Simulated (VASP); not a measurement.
# Y in VASP: single point with PBE

Aim: the single point of Y with PBE.

Everything below comes from runs of VASP 6.6.1. Logs are shortened: lines on timing, memory, paths and dates and some standing lists are left out, and cuts for length are marked.

### 1 The cell of the first run

The typed cell holds 1 atom: a = 3.579 Å, b = 3.579 Å, c = 3.579 Å, α = 60.00°, β = 60.00°, γ = 60.00°.

This isn't the form of Y at room conditions, which is hcp.

### 2 Single point, PBE

POSCAR

```
Y
1.0
    1.7894432978      1.0331355697      2.9223200133
   -1.7894432978      1.0331355697      2.9223200133
    0.0000000000     -2.0662711394      2.9223200133
Y
1
Direct
    0.5000000000      0.5000000000      0.5000000000
```

INCAR.step1

```
PREC     = Accurate       # precision mode
ENCUT    = 520            # plane-wave cutoff, eV
EDIFF    = 1E-6           # SCF threshold, eV
ISMEAR   = 0              # smearing method
SIGMA    = 0.1            # smearing width, eV
LREAL    = F              # projectors in reciprocal space
LASPH    = T              # aspherical terms in the spheres
NELM     = 100            # most SCF steps
ALGO     = Fast           # electronic algorithm
ISIF     = 2              # what is computed and relaxed
LWAVE    = F              # write WAVECAR
LCHARG   = T              # write CHGCAR
LMAXMIX  = 4              # l up to which the mixer works
GGA      = PE             # functional
NBANDS   = 12             # bands
```

KPOINTS.step1

```
Automatic mesh
0
Gamma
  18 18 18
```

INCAR.step2

```
PREC     = Accurate       # precision mode
ENCUT    = 520            # plane-wave cutoff, eV
EDIFF    = 1E-6           # SCF threshold, eV
ISMEAR   = -5             # smearing method
SIGMA    = 0.1            # smearing width, eV
LREAL    = F              # projectors in reciprocal space
LASPH    = T              # aspherical terms in the spheres
NELM     = 100            # most SCF steps
ALGO     = Fast           # electronic algorithm
ISIF     = 2              # what is computed and relaxed
LWAVE    = F              # write WAVECAR
LCHARG   = F              # write CHGCAR
LMAXMIX  = 4              # l up to which the mixer works
GGA      = PE             # functional
LORBIT   = 11             # projections on sites
NBANDS   = 12             # bands
NEDOS    = 2001           # points of the DOS
ICHARG   = 11             # starting density
```

KPOINTS.step2

```
Automatic mesh
0
Gamma
  27 27 27
```

Potentials or basis: VASP PAW PBE potentials, release 64 (Y_sv).

Started as:

```bash
> cat potpaw_PBE.64/Y_sv/POTCAR > POTCAR
> cp INCAR.step1 INCAR
> cp KPOINTS.step1 KPOINTS
> mpirun -np 1 vasp_std > vasp.out
> cp INCAR.step2 INCAR
> cp KPOINTS.step2 KPOINTS
> mpirun -np 1 vasp_std > vasp.out
```

OUTCAR:

```text
PREC = Accurate
   ENCUT = 520
   EDIFF = 1E-6
   ISMEAR = -5
   LREAL = F
   LASPH = T
   NELM = 100
   ISIF = 2
   GGA = PE
   LORBIT = 11
   ICHARG = 11

 ion  position               nearest neighbor table
   1  0.500  0.500  0.500-

  LATTYP: Found a trigonal (rhomboedric) cell.
 ALAT       =     3.5790264991
 COS(alpha) =     0.5000390891

  Lattice vectors:

 A1 = (   1.7894432978,   1.0331355697,   2.9223200133)
 A2 = (  -1.7894432978,   1.0331355697,   2.9223200133)
 A3 = (   0.0000000000,  -2.0662711394,   2.9223200133)

Analysis of symmetry for initial positions (statically):
=====================================================================
 Subroutine PRICEL returns:
 Original cell was already a primitive cell.

 Routine SETGRP: Setting up the symmetry group for a
 trigonal (rhombohedral) supercell.

 Subroutine GETGRP returns: Found 12 space group operations
 (whereof 12 operations were pure point group operations)
 out of a pool of 12 trial point group operations.

The static configuration has the point symmetry D_3d.

Analysis of symmetry for dynamics (positions and initial velocities):
=====================================================================
 Subroutine PRICEL returns:
 Original cell was already a primitive cell.

 Routine SETGRP: Setting up the symmetry group for a
 trigonal (rhombohedral) supercell.

 Subroutine GETGRP returns: Found 12 space group operations
 (whereof 12 operations were pure point group operations)
 out of a pool of 12 trial point group operations.

The dynamic configuration has the point symmetry D_3d.

 Subroutine INISYM returns: Found 12 space group operations
 (whereof 12 operations are pure point group operations),
 and found     1 'primitive' translations

----------------------------------------------------------------------------------------

                                     Primitive cell

  volume of cell :      32.4156

  direct lattice vectors                    reciprocal lattice vectors
     1.789443298  1.033135570  2.922320013     0.279416509  0.161321197  0.114064624
    -1.789443298  1.033135570  2.922320013    -0.279416509  0.161321197  0.114064624
     0.000000000 -2.066271139  2.922320013     0.000000000 -0.322642394  0.114064624

  length of vectors
     3.579026499  3.579026499  3.579026499     0.342211707  0.342211707  0.342211707

  position of ions in fractional coordinates (direct lattice)
     0.500000000  0.500000000  0.500000000

[... 89 lines left out ...]
   NUPDOWN=      -1.0000    fix difference up-down
   EMIN   =  10.00;   EMAX   =-10.00  energy-range for DOS
   EFERMI =   0.00;   METHOD = LEGACY
   ISMEAR =    -5;   SIGMA  =   0.10  broadening in eV -4-tet -1-fermi 0-gaus
   EFERMI_NEDOS =   21; number of points for ismear=-14 and -15
   IALGO  =     68    algorithm
   IMIX   =      4    mixing-type and parameters
     AMIX     =   0.40;   BMIX     =  1.00
     AMIX_MAG =   1.60;   BMIX_MAG =  1.00
  volume/ion in A,a.u.               =      32.42       218.75
  Fermi-wavevector in a.u.,A,eV,Ry     =   1.141881  2.157843 17.740540  1.303893
  Thomas-Fermi vector in A             =   2.278581
   LORBIT       =     11    0 simple, 1 ext, 2 COOP (PROOUT), +10 PAW based schemes
   GGA     = PE    functional components
   LHFCALC =     F    Hartree Fock is set to
   AEXX    =    0.0000 exact exchange contribution
   IVDW    =     0    specifies the selected vdW correction
   LEPSILON=     F    determine dielectric tensor
   LRPA    =     F    only Hartree local field effects (RPA)
 non-spin polarized calculation
 RMM-DIIS sequential band-by-band and
 Fermi weights with tetrahedron method with Bloechl corrections
  energy-cutoff  :      520.00
  volume of cell :       32.42
 maximum number of plane-waves:       895

 number of electron      11.0000000 magnetization

 Free energy of the ion-electron system (eV)
  ---------------------------------------------------
  ext. energy  EPLUGINS =         0.00000000
  ---------------------------------------------------
  free energy    TOTEN  =        -6.40729650 eV

  energy without entropy =       -6.40729650  energy(sigma->0) =       -6.40729650

 E-fermi :   3.1164     XC(G=0):  -9.4748

 val. band max:        3.1399603601   @ k =  -0.2222   0.4444   0.1852
 cond. band min:       3.1159866759   @ k =   0.4815   0.3704   0.2222
 fundamental gap:     -0.0239736842
 Fermi energy:         3.1164023026

 k-point     1 :       0.0000    0.0000    0.0000
  band No.  band energies     occupation
      1     -39.5540      2.00000
      2     -19.2489      2.00000
      3     -19.2489      2.00000
      4     -19.2489      2.00000
      5      -1.6457      2.00000
      6       4.9085      0.00000
      7       4.9092      0.00000
      8       4.9092      0.00000
      9       6.9243      0.00000
     10       6.9243      0.00000
     11      12.0967      0.00000
     12      15.3787      0.00000
[... 331 lines left out ...]
 k-point    24 :       0.3704    0.0370    0.0000
  band No.  band energies     occupation
      1     -39.4997      2.00000
      2     -19.7189      2.00000
      3     -19.3165      2.00000
      4     -19.3108      2.00000
      5       0.6829      2.00000
      6       3.5651      0.00000
      7       4.8723      0.00000
      8       4.9564      0.00000
      9       7.5180      0.00000
     10       7.8278      0.00000
     11      11.3740      0.00000
     12      13.2940      0.00000

 [... further k-points ...]

------------------------ aborting loop because EDIFF is reached ----------------------------------------

  FORCE on cell =-STRESS in cart. coord.  units (eV):
  Direction    XX          YY          ZZ          XY          YZ          ZX
  --------------------------------------------------------------------------------------
  -------------------------------------------------------------------------------------
  Total       -0.0238412     -0.0238412     -0.0245822      0.0000000     -0.0000000      0.0000000
  in kB       -1.1783754     -1.1783754     -1.2150026      0.0000000     -0.0000000      0.0000000
  external PRESSURE =      -1.1905844 kB  Pullay stress =       0.0000000 kB

 VOLUME and BASIS-vectors are now :
 -----------------------------------------------------------------------------
  energy-cutoff  :      520.00
  volume of cell :       32.42
      direct lattice vectors                 reciprocal lattice vectors
     1.789443298  1.033135570  2.922320013     0.279416509  0.161321197  0.114064624
    -1.789443298  1.033135570  2.922320013    -0.279416509  0.161321197  0.114064624
     0.000000000 -2.066271139  2.922320013     0.000000000 -0.322642394  0.114064624

 POSITION                                       TOTAL-FORCE (eV/Angst)
 -----------------------------------------------------------------------------------
      0.00000      0.00000      4.38348         0.000000     -0.000000      0.000000
 -----------------------------------------------------------------------------------
    total drift:                               -0.000000     -0.000000      0.000000

  FREE ENERGIE OF THE ION-ELECTRON SYSTEM (eV)
  ---------------------------------------------------
  free  energy   TOTEN  =        -6.4072964960 eV

  energy  without entropy=       -6.4072964960  energy(sigma->0) =       -6.40729650

 total charge

# of ion       s       p       d       f       tot
--------------------------------------------------
    1        2.282   6.203   0.952   0.006   9.444
```

Wall time 20 min (1 thread of Oxide Virtual Turin-like, shared host); peak memory 0.8 GiB.

What came out:

```
Valence electrons inside the program's atomic spheres : Y 9.44
```
